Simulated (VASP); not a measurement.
A run of VASP 6.6.1:

File POSCAR:

```
In
1.0
    2.6152835103     -2.1337413692      0.0000000000
    2.6152835103      2.1337413692      0.0000000000
    0.0000000000      0.0000000000      9.4113454468
In
4
Direct
    0.7503501527      0.2496498473      0.1249906150
    0.7496498473      0.2503501527      0.6249906150
    0.2496498473      0.7503501527      0.8750093850
    0.2503501527      0.7496498473      0.3750093850
```

INCAR.step1

```
SYSTEM = In
  PREC = Accurate
  ENCUT = 520
  ISMEAR = 0
  SIGMA = 0.1
  LREAL = .FALSE.
  LASPH = .TRUE.
  NELM = 100
  NBANDS = 34
  GGA = PE
  ALGO = Normal
  EDIFF = 1E-4
  LWAVE = .TRUE.
  LCHARG = .FALSE.
```

Contents of INCAR.step2:

```
SYSTEM = In
  PREC = Accurate
  ENCUT = 520
  EDIFF = 1E-6
  ISMEAR = 0
  SIGMA = 0.1
  LREAL = .FALSE.
  LASPH = .TRUE.
  NELM = 100
  ALGO = Normal
  ISIF = 2
  LWAVE = .FALSE.
  LCHARG = .FALSE.
  METAGGA = R2SCAN
  LMIXTAU = .TRUE.
  NBANDS = 34
  ISTART = 1
```

File KPOINTS:

```
regular mesh
0
G
  6 6 2
  0 0 0
```

Potentials or basis: VASP PAW PBE potentials, release 64 (In_d).

Run with:

```console
$ cat potpaw_PBE.64/In_d/POTCAR > POTCAR
$ cp INCAR.step1 INCAR
$ mpirun -np 1 vasp_std > vasp.out
$ cp INCAR.step2 INCAR
$ mpirun -np 1 vasp_std > vasp.out
```

Hardware: 1 thread of Intel(R) Xeon(R) Platinum 8488C (Sapphire Rapids), on a shared host.

**Question.** How long does it take, and how much memory?

**Answer.** It took 2.8 min on 1 thread of Intel(R) Xeon(R) Platinum 8488C (Sapphire Rapids), with other jobs on the host, peak memory 0.26 GiB. Counts: k points 26.
